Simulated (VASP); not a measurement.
# NaCl (Fm-3m) in VASP: a series of runs

NaCl is run at these levels: LDA; tasks: single point.

Program: VASP 6.6.1. These are calculated values, not measurements. Logs are shortened: lines on timing, memory, paths and dates and some standing lists are left out, and cuts for length are marked.

### 1 The cell of the first run

It takes space group Fm-3m (No. 225, cubic). Conventional cell: a = 5.018 Å, b = 5.018 Å, c = 5.018 Å, α = 90.00°, β = 90.00°, γ = 90.00°. Within 3.3 Å of Na (site symmetry m-3m) lie 6 Cl at 2.51 Å. Within 3.3 Å of Cl (site symmetry m-3m) lie 6 Na at 2.51 Å.

### 2 Single point, LDA

Input file INCAR:

```
SYSTEM = NaCl
PREC = Accurate
ENCUT = 520
EDIFF = 1E-6
ISMEAR = 0
SIGMA = 0.01
LREAL = .False.
LASPH = .True.
NELM = 100
ALGO = Normal
ISIF = 2
LWAVE = .False.
LCHARG = .False.
GGA = CA
NBANDS = 14
```

Input file KPOINTS:

```
Automatic mesh
0
Gamma
  8 8 8
  0 0 0
```

Input file POSCAR:

```
NaCl
1.0
    0.0000000000      2.5091664514      2.5091664514
    2.5091664514      0.0000000000      2.5091664514
    2.5091664514      2.5091664514      0.0000000000
Na Cl
1 1
Direct
    0.0000000000      0.0000000000      0.0000000000
    0.5000000000      0.5000000000      0.5000000000
```

Potentials or basis: VASP PAW LDA potentials, release 64 (Na_pv, Cl).

The run is started by

```bash
> cat potpaw_LDA.64/Na_pv/POTCAR potpaw_LDA.64/Cl/POTCAR > POTCAR
> mpirun -np 1 vasp_std > vasp.out
```

OUTCAR:

```text
SYSTEM = NaCl
   PREC = Accurate
   ENCUT = 520
   EDIFF = 1E-6
   ISMEAR = 0
   LREAL = .False.
   LASPH = .True.
   NELM = 100
   ISIF = 2
   GGA = CA

 ion  position               nearest neighbor table
   1  0.000  0.000  0.000-   2 2.51   2 2.51   2 2.51   2 2.51   2 2.51   2 2.51
   2  0.500  0.500  0.500-   1 2.51   1 2.51   1 2.51   1 2.51   1 2.51   1 2.51

  LATTYP: Found a face centered cubic cell.
 ALAT       =     5.0183329028

  Lattice vectors:

 A1 = (   0.0000000000,   2.5091664514,   2.5091664514)
 A2 = (   2.5091664514,   0.0000000000,   2.5091664514)
 A3 = (   2.5091664514,   2.5091664514,   0.0000000000)

Analysis of symmetry for initial positions (statically):
=====================================================================
 Subroutine PRICEL returns:
 Original cell was already a primitive cell.

 Routine SETGRP: Setting up the symmetry group for a
 face centered cubic supercell.

 Subroutine GETGRP returns: Found 48 space group operations
 (whereof 48 operations were pure point group operations)
 out of a pool of 48 trial point group operations.

The static configuration has the point symmetry O_h .

Analysis of symmetry for dynamics (positions and initial velocities):
=====================================================================
 Subroutine PRICEL returns:
 Original cell was already a primitive cell.

 Routine SETGRP: Setting up the symmetry group for a
 face centered cubic supercell.

 Subroutine GETGRP returns: Found 48 space group operations
 (whereof 48 operations were pure point group operations)
 out of a pool of 48 trial point group operations.

The dynamic configuration has the point symmetry O_h .

 Subroutine INISYM returns: Found 48 space group operations
 (whereof 48 operations are pure point group operations),
 and found     1 'primitive' translations

----------------------------------------------------------------------------------------

                                     Primitive cell

  volume of cell :      31.5950

  direct lattice vectors                    reciprocal lattice vectors
     0.000000000  2.509166451  2.509166451    -0.199269363  0.199269363  0.199269363
     2.509166451  0.000000000  2.509166451     0.199269363 -0.199269363  0.199269363
     2.509166451  2.509166451  0.000000000     0.199269363  0.199269363 -0.199269363

  length of vectors
     3.548497226  3.548497226  3.548497226     0.345144661  0.345144661  0.345144661

  position of ions in fractional coordinates (direct lattice)
[... 8 lines left out ...]
----------------------------------------------------------------------------------------

 KPOINTS: Automatic mesh

Automatic generation of k-mesh.
 Grid dimensions read from file:
 generate k-points for:    8    8    8

 Generating k-lattice:

  Cartesian coordinates                     Fractional coordinates (reciprocal lattice)
    -0.024908670  0.024908670  0.024908670     0.125000000  0.000000000  0.000000000
     0.024908670 -0.024908670  0.024908670     0.000000000  0.125000000  0.000000000
     0.024908670  0.024908670 -0.024908670     0.000000000  0.000000000  0.125000000

  Length of vectors
     0.043143083  0.043143083  0.043143083

  Shift w.r.t. Gamma in fractional coordinates (k-lattice)
     0.000000000  0.000000000  0.000000000

 Subroutine IBZKPT returns following result:
 ===========================================

 Found     29 irreducible k-points:

 Following reciprocal coordinates:
            Coordinates               Weight
  0.000000  0.000000  0.000000      1.000000
  0.125000  0.000000  0.000000      8.000000
  0.250000  0.000000  0.000000      8.000000
  0.375000  0.000000  0.000000      8.000000
  0.500000  0.000000  0.000000      4.000000
  0.125000  0.125000  0.000000      6.000000
[... 16 lines left out ...]
  0.500000  0.250000  0.125000     48.000000
 -0.375000  0.250000  0.125000     24.000000
 [... further k-points ...]
   k-points           NKPTS =     29   k-points in BZ     NKDIM =     29   number of bands    NBANDS=     14
   number of dos      NEDOS =    301   number of ions     NIONS =      2
   total plane-waves  NPLWV =  21952
   dimension x,y,z NGX =    28 NGY =   28 NGZ =   28
   dimension x,y,z NGXF=    56 NGYF=   56 NGZF=   56
   ions per type =               1   1
   NGX,Y,Z   is equivalent  to a cutoff of  13.12, 13.12, 13.12 a.u.
   NGXF,Y,Z  is equivalent  to a cutoff of  26.24, 26.24, 26.24 a.u.
 SYSTEM =  NaCl
   PREC   = accura    normal or accurate (medium, high low for compatibility)
   ISTART =      0    job   : 0-new  1-cont  2-samecut
   ICHARG =      2    charge: 1-file 2-atom 10-const
   ISPIN  =      1    spin polarized calculation?
   LNONCOLLINEAR =      F non collinear calculations
   LSORBIT =      F    spin-orbit coupling
   LASPH  =      T    aspherical Exc in radial PAW
   ENCUT  =  520.0 eV  38.22 Ry    6.18 a.u.   6.60  6.60  6.60*2*pi/ulx,y,z
   NELM   =    100;   NELMIN=  2; NELMDL= -5     # of ELM steps
   EDIFF  = 0.1E-05   stopping-criterion for ELM
   LREAL  =      F    real-space projection
   EDIFFG = 0.1E-04   stopping-criterion for IOM
   NSW    =      0    number of steps for IOM
   IBRION =     -1    ionic relax: 0-MD 1-quasi-New 2-CG
   NFREE  =      0    steps in history (QN), initial steepest desc. (CG)
   ISIF   =      2    stress and relaxation
   ISYM   =      2    0-nonsym 1-usesym 2-fastsym
   POTIM  = 0.5000    time-step for ionic-motion
   TEBEG  =    0.0;   TEEND  =   0.0 temperature during run
   PSTRESS=    0.0 pullay stress
   NELECT =      14.0000    total number of electrons
   NUPDOWN=      -1.0000    fix difference up-down
   EMIN   =  10.00;   EMAX   =-10.00  energy-range for DOS
   EFERMI =   0.00;   METHOD = LEGACY
   ISMEAR =     0;   SIGMA  =   0.01  broadening in eV -4-tet -1-fermi 0-gaus
   EFERMI_NEDOS =   21; number of points for ismear=-14 and -15
   IALGO  =     38    algorithm
   IMIX   =      4    mixing-type and parameters
     AMIX     =   0.40;   BMIX     =  1.00
     AMIX_MAG =   1.60;   BMIX_MAG =  1.00
  volume/ion in A,a.u.               =      15.80       106.61
  Fermi-wavevector in a.u.,A,eV,Ry     =   1.248087  2.358542 21.194068  1.557720
  Thomas-Fermi vector in A             =   2.382189
   LORBIT       =      0    0 simple, 1 ext, 2 COOP (PROOUT), +10 PAW based schemes
   GGA     = CA    functional components
   LHFCALC =     F    Hartree Fock is set to
   AEXX    =    0.0000 exact exchange contribution
   IVDW    =     0    specifies the selected vdW correction
   LEPSILON=     F    determine dielectric tensor
   LRPA    =     F    only Hartree local field effects (RPA)
 non-spin polarized calculation
 Gauss-broadening in eV      SIGMA  =   0.01
  energy-cutoff  :      520.00
  volume of cell :       31.60
 maximum number of plane-waves:       877
 NGX is ok and might be reduce to    28
   NGX = 13   NGY = 13   NGZ = 13

 number of electron      14.0000004 magnetization

 Free energy of the ion-electron system (eV)
  ---------------------------------------------------
  ext. energy  EPLUGINS =         0.00000000
  ---------------------------------------------------
  free energy    TOTEN  =        -7.04604894 eV

  energy without entropy =       -7.04604894  energy(sigma->0) =       -7.04604894

 E-fermi :   1.7664     XC(G=0): -10.3268

 val. band max:        1.6785378615   @ k =   0.0000   0.0000   0.0000
 cond. band min:       8.1188994415   @ k =   0.0000   0.0000   0.0000
 fundamental gap:      6.4403615801
 Fermi energy:         1.7664415559

 k-point     1 :       0.0000    0.0000    0.0000
  band No.  band energies     occupation
      1     -18.7864      2.00000
      2     -18.7864      2.00000
      3     -18.7864      2.00000
      4     -12.0472      2.00000
      5       1.6785      2.00000
      6       1.6785      2.00000
      7       1.6785      2.00000
      8       8.1189      0.00000
      9      12.6511      0.00000
     10      12.6511      0.00000
     11      12.6511      0.00000
     12      15.4144      0.00000
     13      15.4144      0.00000
     14      17.3764      0.00000

 k-point     2 :       0.1250    0.0000    0.0000
  band No.  band energies     occupation
      1     -18.8101      2.00000
      2     -18.7876      2.00000
      3     -18.7876      2.00000
      4     -11.9195      2.00000
      5       1.0335      2.00000
      6       1.5877      2.00000
      7       1.5877      2.00000
      8       8.7555      0.00000
      9      12.1562      0.00000
     10      12.9507      0.00000
     11      12.9507      0.00000
     12      15.2685      0.00000
     13      15.2685      0.00000
     14      18.7012      0.00000

 k-point     3 :       0.2500    0.0000    0.0000
  band No.  band energies     occupation
      1     -18.8652      2.00000
      2     -18.7904      2.00000
      3     -18.7904      2.00000
      4     -11.5946      2.00000
      5      -0.2305      2.00000
      6       1.3805      2.00000
      7       1.3805      2.00000
      8       9.4139      0.00000
      9      12.3866      0.00000
     10      13.3206      0.00000
     11      13.3206      0.00000
     12      15.6471      0.00000
     13      15.6471      0.00000
     14      19.6493      0.00000
[... 324 lines left out ...]
 k-point    23 :       0.5000    0.2500    0.1250
  band No.  band energies     occupation
      1     -18.8958      2.00000
      2     -18.8204      2.00000
      3     -18.8010      2.00000
      4     -11.1426      2.00000
      5      -1.0320      2.00000
      6       0.3813      2.00000
      7       0.9574      2.00000
      8      10.5221      0.00000
      9      12.0220      0.00000
     10      12.5009      0.00000
     11      14.5735      0.00000
     12      16.6347      0.00000
     13      19.9449      0.00000
     14      20.2510      0.00000

 k-point    24 :      -0.3750    0.2500    0.1250
  band No.  band energies     occupation
      1     -18.9060      2.00000
      2     -18.8225      2.00000
      3     -18.8047      2.00000
      4     -11.0320      2.00000
      5      -1.2568      2.00000
      6       0.2351      2.00000
      7       0.8636      2.00000
      8      10.4705      0.00000
      9      11.8648      0.00000
     10      13.4848      0.00000
     11      14.3380      0.00000
     12      17.5204      0.00000
     13      19.5384      0.00000
     14      20.4741      0.00000

 [... further k-points ...]

------------------------ aborting loop because EDIFF is reached ----------------------------------------

  FORCE on cell =-STRESS in cart. coord.  units (eV):
  Direction    XX          YY          ZZ          XY          YZ          ZX
  --------------------------------------------------------------------------------------
  -------------------------------------------------------------------------------------
  Total        2.9862189      2.9862189      2.9862189      0.0000000      0.0000000     -0.0000000
  in kB      151.4306588    151.4306588    151.4306588      0.0000000      0.0000000     -0.0000000
  external PRESSURE =     151.4306588 kB  Pullay stress =       0.0000000 kB

 VOLUME and BASIS-vectors are now :
 -----------------------------------------------------------------------------
  energy-cutoff  :      520.00
  volume of cell :       31.60
      direct lattice vectors                 reciprocal lattice vectors
     0.000000000  2.509166451  2.509166451    -0.199269363  0.199269363  0.199269363
     2.509166451  0.000000000  2.509166451     0.199269363 -0.199269363  0.199269363
     2.509166451  2.509166451  0.000000000     0.199269363  0.199269363 -0.199269363

 POSITION                                       TOTAL-FORCE (eV/Angst)
 -----------------------------------------------------------------------------------
      0.00000      0.00000      0.00000         0.000000      0.000000      0.000000
      2.50917      2.50917      2.50917        -0.000000     -0.000000     -0.000000
 -----------------------------------------------------------------------------------
    total drift:                                0.000000      0.000000      0.000000

  FREE ENERGIE OF THE ION-ELECTRON SYSTEM (eV)
  ---------------------------------------------------
  free  energy   TOTEN  =        -7.0460489376 eV

  energy  without entropy=       -7.0460489376  energy(sigma->0) =       -7.04604894
```

Wall time 8.4 s (1 thread of Intel Xeon Platinum 8259CL at 2.50GHz (Skylake/Cascade Lake), shared host); peak memory 0.14 GiB.

Results:

```
Free energy            : -7.0460 eV
Pressure               : 15.1 GPa
Band gap on the k mesh : 6.44 eV, direct
```

### 3 Single point, LDA

This run uses another cell than the first one, of 17.51 Å³/atom, 1.109 times its volume.

Input file INCAR:

```
SYSTEM = NaCl
  PREC = Accurate
  ENCUT = 520
  EDIFF = 1E-6
  ISMEAR = 0
  SIGMA = 0.01
  LREAL = .False.
  LASPH = .True.
  NELM = 80
  ALGO = Normal
  ISIF = 2
  LWAVE = .False.
  LCHARG = .False.
  GGA = CA
  NBANDS = 14
```

KPOINTS is that of step 2.

Input file POSCAR:

```
NaCl
1.0
    0.0000000000      2.5969402262      2.5969402262
    2.5969402262      0.0000000000      2.5969402262
    2.5969402262      2.5969402262      0.0000000000
Na Cl
1 1
Direct
    0.0000000000      0.0000000000      0.0000000000
    0.5000000000      0.5000000000      0.5000000000
```

Potentials or basis: VASP PAW LDA potentials, release 64 (Na_pv, Cl).

The run is started by

```bash
> cat potpaw_LDA.64/Na_pv/POTCAR potpaw_LDA.64/Cl/POTCAR > POTCAR
> mpirun -np 1 vasp_std > vasp.out
```

It took 8.5 s on 1 thread of Intel Xeon Platinum 8259CL at 2.50GHz (Skylake/Cascade Lake), shared host; peak memory 0.13 GiB.

It converged, with:

```yaml
Free_energy: -7.2777 eV
Pressure: 7.1 GPa
Band_gap_on_the_k_mesh: 5.83 eV, direct
```

Levels at points of the mesh, in eV from the valence-band top:
```csv
k point,band 5,band 6,band 7,band 8,band 9,band 10
"(0.00, 0.00, 0.00)",0.00,0.00,0.00,5.83,10.99,10.99
"(0.50, 0.00, 0.00)",-2.92,-0.46,-0.46,7.29,11.23,11.23
"(0.50, 0.50, 0.00)",-2.51,-0.91,-0.91,7.37,7.86,12.85
```

Expect the measured gap to be larger: semilocal functionals such as LDA lack the derivative discontinuity.

### 4 Single point, LDA

This run uses another cell than the first one, of 16.77 Å³/atom, 1.061 times its volume.

Input file INCAR:

```
ALGO = Normal
EDIFF = 1E-6
ENCUT = 520
GGA = CA
ISIF = 2
ISMEAR = 0
LASPH = T
LCHARG = F
LREAL = F
LWAVE = F
NBANDS = 14
NELM = 80
PREC = Accurate
SIGMA = 0.01
```

Input file KPOINTS:

```
k-points
0
Gamma
  8 8 8
```

Input file POSCAR:

```
NaCl
1.0
    0.0000000000      2.5595354740      2.5595354740
    2.5595354740      0.0000000000      2.5595354740
    2.5595354740      2.5595354740      0.0000000000
Na Cl
1 1
Direct
    0.0000000000      0.0000000000      0.0000000000
    0.5000000000      0.5000000000      0.5000000000
```

The run is started by

```bash
> cat potpaw_LDA.64/Na_pv/POTCAR potpaw_LDA.64/Cl/POTCAR > POTCAR
> mpirun -np 1 vasp_std > vasp.out
```

Wall time 8.6 s (1 thread of Intel Xeon Platinum 8259CL at 2.50GHz (Skylake/Cascade Lake), shared host); peak memory 0.13 GiB.

Results (log left out):

```
Free energy            : -7.1979 eV
Pressure               : 10.1 GPa
Band gap on the k mesh : 6.07 eV, direct
```

Levels at points of the mesh, in eV from the valence-band top:
| k point | band 3 | band 4 | band 5 | band 6 | band 7 | band 8 | band 9 | band 10 | band 11 | band 12 |
| --- | --- | --- | --- | --- | --- | --- | --- | --- | --- | --- |
| (0.00, 0.00, 0.00) | -20.47 | -13.48 | 0.00 | 0.00 | 0.00 | 6.07 | 10.99 | 10.99 | 10.99 | 13.65 |
| (0.50, 0.00, 0.00) | -20.47 | -12.66 | -3.11 | -0.50 | -0.50 | 7.35 | 11.31 | 11.31 | 12.82 | 16.56 |
| (0.50, 0.50, 0.00) | -20.50 | -12.62 | -2.67 | -0.97 | -0.97 | 7.27 | 7.98 | 13.22 | 16.14 | 17.13 |

### 5 The runs side by side

| cell | gap on the mesh (eV) | pressure (GPa) |
| --- | --- | --- |
| a = 3.548 Å, angles 60.0°, 2 atoms | 6.44 | 15.1 |
| a = 3.673 Å, angles 60.0°, 2 atoms | 5.83 | 7.1 |
| a = 3.620 Å, angles 60.0°, 2 atoms | 6.07 | 10.1 |

Alike in all rows: task single point; level LDA; potentials or basis VASP PAW LDA potentials, release 64 (Na_pv, Cl); no spin polarisation; k mesh 8 × 8 × 8; cutoff (eV) 520; smearing gaussian 0.01 eV.

Total energies depend on the potentials used, so only differences within one code and one set of settings carry meaning.
